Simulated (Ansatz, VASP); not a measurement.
## AlO in VASP and in Ansatz

Contents of INCAR:

```
PREC = Accurate
ENCUT = 600
EDIFF = 1E-6
ISMEAR = 0
SIGMA = 0.1
LREAL = F
LASPH = T
NELM = 100
ALGO = Normal
ISIF = 3
LWAVE = F
LCHARG = F
GGA = PE
IBRION = 2
NSW = 100
EDIFFG = -0.01
```

KPOINTS

```
regular mesh
0
Gamma
  14 14 10
```

The input POSCAR:

```
AlO
1.0
    3.4506134632      0.0000000000      0.0000000000
    0.0000000000      3.4506134632      0.0000000000
    0.0000000000      0.0000000000      4.3390161200
Al O
2 2
Direct
    0.0000000000      0.5000000000      0.1922366235
    0.5000000000      0.0000000000      0.8077633765
    0.0000000000      0.0000000000      0.0000000000
    0.5000000000      0.5000000000      0.0000000000
```

Input for Ansatz:

```yaml
crystal:
  lattice:
    - [3.4506134632, 0.0, 0.0]
    - [0.0, 3.4506134632, 0.0]
    - [0.0, 0.0, 4.33901612]
  atoms:
    - { symbol: Al, position: [0.0, 0.5, 0.1922366235] }
    - { symbol: Al, position: [0.5, 0.0, 0.8077633765] }
    - { symbol: O, position: [0.0, 0.0, 0.0] }
    - { symbol: O, position: [0.5, 0.5, 0.0] }
basis:
  ecutwfc: 420
kpoints:
  mp_grid: { grid: [14, 14, 10] }
hamiltonian:
  xc: pbe
scf:
  occupations: { method: gaussian, width: 0.1 }
output:
  forces: true
  stress: true
  eigenvalues: true
relax:
  adjacent_minimum: "off"
  f_tol: 0.01
  max_steps: 80
  cell: { stress_tol: 0.05 }
```

Alike in both runs: task relaxation of cell and atoms; functional PBE; k mesh 14 × 14 × 10; occupations gaussian, width 0.1 eV; no spin polarisation.

|  | VASP | Ansatz |
| --- | --- | --- |
| version | VASP 6.6.1 | Ansatz 0.2.0 |
| potentials or method | VASP PAW PBE potentials, release 64 (Al, O), cutoff 600 eV | scalar-relativistic, plane waves, PAW |
| valence electrons in the cell | 18 | 18 |

Ansatz gave:

```
gap on the k mesh at the Fermi level, each at its own relaxed structure (eV) : none
relaxed volume (Å³/atom)                                                     : 12.96
relaxed cell length with the largest relative difference (Å)                 : 4.353
```

Task: Estimate VASP's values.

Result: gap on the k mesh at the Fermi level, each at its own relaxed structure (eV): none; relaxed volume (Å³/atom): 12.91; relaxed cell length with the largest relative difference (Å): 4.339.

A gap of «none» marks a metal or a gap that the smearing closes.
